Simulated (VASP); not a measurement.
# TiO2 (I4_1/amd) in VASP: single point with PBE+D3(BJ)

Aim: the single point of TiO2 with PBE+D3(BJ).

Program: VASP 6.6.1. These are calculated values, not measurements. Logs are shortened: lines on timing, memory, paths and dates and some standing lists are left out, and cuts for length are marked.

**1. The cell of the first run**

Symmetry: I4_1/amd, No. 141, tetragonal system. The conventional cell has a = 3.787 Å, b = 3.787 Å, c = 9.574 Å, α = 90.00°, β = 90.00°, γ = 90.00°. Within 2.6 Å of Ti (site symmetry -4m2) lie 6 O at 1.94 to 1.99 Å. O (site symmetry 2mm) has 3 Ti at 1.94 to 1.99 Å and 2 O at 2.47 Å within 2.6 Å.

**2. Single point, PBE+D3(BJ)**

The input, INCAR:

```
PREC = Accurate ; ENCUT = 520
EDIFF = 1E-6 ; ISMEAR = 0
SIGMA = 0.02 ; LREAL = False
LASPH = True ; NELM = 100
ALGO = Normal ; ISIF = 2
LWAVE = False ; LCHARG = True
GGA = PE ; IVDW = 12
LELF = True ; LVHAR = True
NBANDS = 33
```

The input, KPOINTS:

```
Automatic mesh
0
Gamma
  10 10 10
```

The input, POSCAR:

```
TiO2
1.0
   -1.8935078937      1.8935078937      4.7872000410
    1.8935078937     -1.8935078937      4.7872000410
    1.8935078937      1.8935078937     -4.7872000410
Ti O
2 4
Direct
    0.0000000000      0.0000000000      0.0000000000
    0.7500000000      0.2500000000      0.5000000000
    0.9580633336      0.4580633336      0.5000000000
    0.2080633336      0.2080633336      0.0000000000
    0.5419366664      0.0419366664      0.5000000000
    0.7919366664      0.7919366664      0.0000000000
```

Potentials or basis: VASP PAW PBE potentials, release 64 (Ti_sv, O).

Command:

```sh
cat potpaw_PBE.64/Ti_sv/POTCAR potpaw_PBE.64/O/POTCAR > POTCAR
mpirun -np 1 vasp_std > vasp.out
```

OUTCAR:

```text
PREC = Accurate
   ENCUT = 520
   EDIFF = 1E-6
   ISMEAR = 0
   LREAL = False
   LASPH = True
   NELM = 100
   ISIF = 2
   GGA = PE
   IVDW = 12
 IVDW          = 12

 ion  position               nearest neighbor table
   1  0.000  0.000  0.000-   5 1.94   3 1.94   5 1.94   3 1.94   4 1.99   6 1.99
   2  0.750  0.250  0.500-   6 1.94   4 1.94   6 1.94   4 1.94   3 1.99   5 1.99
   3  0.958  0.458  0.500-   1 1.94   1 1.94   2 1.99
   4  0.208  0.208  0.000-   2 1.94   2 1.94   1 1.99
   5  0.542  0.042  0.500-   1 1.94   1 1.94   2 1.99
   6  0.792  0.792  0.000-   2 1.94   2 1.94   1 1.99

  LATTYP: Found a body centered tetragonal cell.
 ALAT       =     3.7870157874
 C/A-ratio  =     2.5282176308

  Lattice vectors:

 A1 = (  -1.8935078937,   1.8935078937,   4.7872000410)
 A2 = (   1.8935078937,  -1.8935078937,   4.7872000410)
 A3 = (   1.8935078937,   1.8935078937,  -4.7872000410)

Analysis of symmetry for initial positions (statically):
=====================================================================
 Subroutine PRICEL returns:
 Original cell was already a primitive cell.

 Routine SETGRP: Setting up the symmetry group for a
 body centered tetragonal supercell.

 Subroutine GETGRP returns: Found 16 space group operations
 (whereof  8 operations were pure point group operations)
 out of a pool of 16 trial point group operations.

The static configuration has the point symmetry D_2d.
 The point group associated with its full space group is D_4h.

Analysis of symmetry for dynamics (positions and initial velocities):
=====================================================================
 Subroutine PRICEL returns:
 Original cell was already a primitive cell.

 Routine SETGRP: Setting up the symmetry group for a
 body centered tetragonal supercell.

 Subroutine GETGRP returns: Found 16 space group operations
 (whereof  8 operations were pure point group operations)
 out of a pool of 16 trial point group operations.

The dynamic configuration has the point symmetry D_2d.
 The point group associated with its full space group is D_4h.

 Subroutine INISYM returns: Found 16 space group operations
 (whereof  8 operations are pure point group operations),
 and found     1 'primitive' translations

----------------------------------------------------------------------------------------

                                     Primitive cell

  volume of cell :      68.6556

  direct lattice vectors                    reciprocal lattice vectors
    -1.893507894  1.893507894  4.787200041     0.000000000  0.264060161  0.104445186
     1.893507894 -1.893507894  4.787200041     0.264060161  0.000000000  0.104445186
     1.893507894  1.893507894 -4.787200041     0.264060161  0.264060161  0.000000000

  length of vectors
     5.485255556  5.485255556  5.485255556     0.283965783  0.283965783  0.373437462

  position of ions in fractional coordinates (direct lattice)
     0.000000000  0.000000000  0.000000000
     0.750000000  0.250000000  0.500000000
     0.958063334  0.458063334  0.500000000
     0.208063334  0.208063334  0.000000000
     0.541936666  0.041936666  0.500000000
     0.791936666  0.791936666  0.000000000

  ion indices of the primitive-cell ions
   primitive index   ion index
                 1           1
                 2           2
                 3           3
                 4           4
                 5           5
                 6           6

----------------------------------------------------------------------------------------

 KPOINTS: Automatic mesh

Automatic generation of k-mesh.
 Grid dimensions read from file:
 generate k-points for:   10   10   10

 Generating k-lattice:

  Cartesian coordinates                     Fractional coordinates (reciprocal lattice)
     0.000000000  0.026406016  0.010444519     0.100000000 -0.000000000  0.000000000
     0.026406016  0.000000000  0.010444519    -0.000000000  0.100000000  0.000000000
     0.026406016  0.026406016  0.000000000     0.000000000  0.000000000  0.100000000

  Length of vectors
     0.028396578  0.028396578  0.037343746

  Shift w.r.t. Gamma in fractional coordinates (k-lattice)
     0.000000000  0.000000000  0.000000000

 Subroutine IBZKPT returns following result:
 ===========================================

 Found    102 irreducible k-points:

 Following reciprocal coordinates:
            Coordinates               Weight
  0.000000  0.000000  0.000000      1.000000
  0.100000 -0.000000  0.000000      8.000000
  0.200000 -0.000000  0.000000      8.000000
  0.300000  0.000000  0.000000      8.000000
  0.400000  0.000000  0.000000      8.000000
  0.500000  0.000000  0.000000      4.000000
[... 16 lines left out ...]
  0.300000  0.300000  0.000000      8.000000
  0.400000  0.300000 -0.000000     16.000000
 [... further k-points ...]
   k-points           NKPTS =    102   k-points in BZ     NKDIM =    102   number of bands    NBANDS=     33
   number of dos      NEDOS =    301   number of ions     NIONS =      6
   total plane-waves  NPLWV =  74088
   dimension x,y,z NGX =    42 NGY =   42 NGZ =   42
   dimension x,y,z NGXF=    84 NGYF=   84 NGZF=   84
   ions per type =               2   4
   NGX,Y,Z   is equivalent  to a cutoff of  12.73, 12.73, 12.73 a.u.
   NGXF,Y,Z  is equivalent  to a cutoff of  25.46, 25.46, 25.46 a.u.
 SYSTEM =  unknown system
   PREC   = accura    normal or accurate (medium, high low for compatibility)
   ISTART =      0    job   : 0-new  1-cont  2-samecut
   ICHARG =      2    charge: 1-file 2-atom 10-const
   ISPIN  =      1    spin polarized calculation?
   LNONCOLLINEAR =      F non collinear calculations
   LSORBIT =      F    spin-orbit coupling
   LASPH  =      T    aspherical Exc in radial PAW
   ENCUT  =  520.0 eV  38.22 Ry    6.18 a.u.  10.20 10.20 10.20*2*pi/ulx,y,z
   NELM   =    100;   NELMIN=  2; NELMDL= -5     # of ELM steps
   EDIFF  = 0.1E-05   stopping-criterion for ELM
   LREAL  =      F    real-space projection
   EDIFFG = 0.1E-04   stopping-criterion for IOM
   NSW    =      0    number of steps for IOM
   IBRION =     -1    ionic relax: 0-MD 1-quasi-New 2-CG
   NFREE  =      0    steps in history (QN), initial steepest desc. (CG)
   ISIF   =      2    stress and relaxation
   ISYM   =      2    0-nonsym 1-usesym 2-fastsym
   POTIM  = 0.5000    time-step for ionic-motion
   TEBEG  =    0.0;   TEEND  =   0.0 temperature during run
   PSTRESS=    0.0 pullay stress
   NELECT =      48.0000    total number of electrons
   NUPDOWN=      -1.0000    fix difference up-down
   EMIN   =  10.00;   EMAX   =-10.00  energy-range for DOS
   EFERMI =   0.00;   METHOD = LEGACY
   ISMEAR =     0;   SIGMA  =   0.02  broadening in eV -4-tet -1-fermi 0-gaus
   EFERMI_NEDOS =   21; number of points for ismear=-14 and -15
   IALGO  =     38    algorithm
   IMIX   =      4    mixing-type and parameters
     AMIX     =   0.40;   BMIX     =  1.00
     AMIX_MAG =   1.60;   BMIX_MAG =  1.00
  volume/ion in A,a.u.               =      11.44        77.22
  Fermi-wavevector in a.u.,A,eV,Ry     =   1.452992  2.745757 28.724437  2.111187
  Thomas-Fermi vector in A             =   2.570310
   LORBIT       =      0    0 simple, 1 ext, 2 COOP (PROOUT), +10 PAW based schemes
   GGA     = PE    functional components
   LHFCALC =     F    Hartree Fock is set to
   AEXX    =    0.0000 exact exchange contribution
   IVDW    =    12    specifies the selected vdW correction
   LEPSILON=     F    determine dielectric tensor
   LRPA    =     F    only Hartree local field effects (RPA)
 non-spin polarized calculation
 Gauss-broadening in eV      SIGMA  =   0.02
  energy-cutoff  :      520.00
  volume of cell :       68.66
 maximum number of plane-waves:      1864
 NGX is ok and might be reduce to    42
   NGX = 21   NGY = 21   NGZ = 21

 number of electron      47.9999991 magnetization

 Free energy of the ion-electron system (eV)
  ---------------------------------------------------
  ext. energy  EPLUGINS =         0.00000000
  ---------------------------------------------------
  free energy    TOTEN  =       -53.84401576 eV

  energy without entropy =      -53.84401576  energy(sigma->0) =      -53.84401576

 E-fermi :   3.4874     XC(G=0): -10.6976

 val. band max:        3.3322016215   @ k =  -0.4000   0.4000   0.0000
 cond. band min:       5.4316686208   @ k =   0.0000   0.0000   0.0000
 fundamental gap:      2.0994669993
 Fermi energy:         3.4874028775

 k-point     1 :       0.0000    0.0000    0.0000
  band No.  band energies     occupation
      1     -53.0901      2.00000
      2     -53.0328      2.00000
      3     -29.5424      2.00000
      4     -29.3109      2.00000
      5     -29.3109      2.00000
      6     -29.2427      2.00000
[... 25 lines left out ...]
     32       8.5448      0.00000
     33       8.6010      0.00000

 k-point     2 :       0.1000   -0.0000    0.0000
  band No.  band energies     occupation
      1     -53.0889      2.00000
      2     -53.0336      2.00000
      3     -29.5397      2.00000
      4     -29.3235      2.00000
      5     -29.3118      2.00000
      6     -29.2480      2.00000
[... 25 lines left out ...]
     32       8.6383      0.00000
     33       8.8928      0.00000

 k-point     3 :       0.2000   -0.0000    0.0000
  band No.  band energies     occupation
      1     -53.0854      2.00000
      2     -53.0360      2.00000
      3     -29.5327      2.00000
      4     -29.3553      2.00000
      5     -29.3140      2.00000
      6     -29.2604      2.00000
[... 25 lines left out ...]
     32       8.9807      0.00000
     33       9.3327      0.00000

 k-point     4 :       0.3000    0.0000    0.0000
  band No.  band energies     occupation
      1     -53.0805      2.00000
      2     -53.0396      2.00000
      3     -29.5244      2.00000
      4     -29.3936      2.00000
      5     -29.3165      2.00000
      6     -29.2723      2.00000
[... 25 lines left out ...]
     32       9.1911      0.00000
     33       9.6184      0.00000

 k-point     5 :       0.4000    0.0000    0.0000
  band No.  band energies     occupation
      1     -53.0757      2.00000
      2     -53.0432      2.00000
      3     -29.5172      2.00000
      4     -29.4254      2.00000
      5     -29.3183      2.00000
      6     -29.2780      2.00000
[... 604 lines left out ...]
 k-point    22 :      -0.2000    0.2000    0.0000
  band No.  band energies     occupation
      1     -53.0831      2.00000
      2     -53.0367      2.00000
      3     -29.5385      2.00000
      4     -29.3719      2.00000
      5     -29.3323      2.00000
      6     -29.2791      2.00000
[... 25 lines left out ...]
     32       9.7343      0.00000
     33       9.9715      0.00000

 k-point    23 :       0.3000    0.3000    0.0000
  band No.  band energies     occupation
      1     -53.0685      2.00000
      2     -53.0487      2.00000
      3     -29.4988      2.00000
      4     -29.4435      2.00000
      5     -29.3551      2.00000
      6     -29.3103      2.00000
[... 25 lines left out ...]
     32       9.7511      0.00000
     33      10.5561      0.00000

 k-point    24 :       0.4000    0.3000   -0.0000
  band No.  band energies     occupation
      1     -53.0648      2.00000
      2     -53.0512      2.00000
      3     -29.5019      2.00000
      4     -29.4643      2.00000
      5     -29.3570      2.00000
      6     -29.3259      2.00000
[... 25 lines left out ...]
     32       9.7596      0.00000
     33      10.6465      0.00000

 [... further k-points ...]

------------------------ aborting loop because EDIFF is reached ----------------------------------------

 Edisp (eV)   -1.34430

 E8    (eV) :    -0.5341

  FORCE on cell =-STRESS in cart. coord.  units (eV):
  Direction    XX          YY          ZZ          XY          YZ          ZX
  --------------------------------------------------------------------------------------
  -------------------------------------------------------------------------------------
  Total       0.29347     0.29347     0.30572     0.00000     0.00000     0.00000
  in kB       6.84866     6.84866     7.13445     0.00000     0.00000     0.00000
  external pressure =        6.94 kB  Pullay stress =        0.00 kB

 VOLUME and BASIS-vectors are now :
 -----------------------------------------------------------------------------
  energy-cutoff  :      520.00
  volume of cell :       68.66
      direct lattice vectors                 reciprocal lattice vectors
    -1.893507894  1.893507894  4.787200041     0.000000000  0.264060161  0.104445186
     1.893507894 -1.893507894  4.787200041     0.264060161  0.000000000  0.104445186
     1.893507894  1.893507894 -4.787200041     0.264060161  0.264060161  0.000000000

 POSITION                                       TOTAL-FORCE (eV/Angst)
 -----------------------------------------------------------------------------------
      0.00000      0.00000      0.00000         0.000000      0.000000     -0.000000
     -0.00000      1.89351      2.39360         0.000000      0.000000      0.000000
      0.00000      1.89351      4.38568        -0.000000      0.000000      0.020161
      0.00000      0.00000      1.99208         0.000000     -0.000000      0.020161
      0.00000      1.89351      0.40152        -0.000000      0.000000     -0.020161
      0.00000      0.00000      7.58232         0.000000     -0.000000     -0.020161
 -----------------------------------------------------------------------------------
    total drift:                               -0.000000      0.000000      0.000000

  FREE ENERGIE OF THE ION-ELECTRON SYSTEM (eV)
  ---------------------------------------------------
  free  energy   TOTEN  =       -55.1883206856 eV

  energy  without entropy=      -55.1883206856  energy(sigma->0) =      -55.18832069
```

Run time: 12 min. Hardware: 1 thread of AMD EPYC 7R43 (Zen 3), shared host; peak memory 0.33 GiB.

Results:

```yaml
Free_energy: -55.1883 eV
Pressure: 0.7 GPa
Largest_force: 0.020 eV/Å
Band_gap_on_the_k_mesh: 2.10 eV (least direct gap 2.43 eV)
Dispersion_energy_per_atom: -0.224 eV
```

Forces in eV/Å, atoms in the order of the input:
```
Ti   0.000  0.000  0.000
Ti   0.000  0.000  0.000
O    0.000  0.000  0.020
O    0.000  0.000  0.020
O    0.000  0.000 -0.020
O    0.000  0.000 -0.020
```
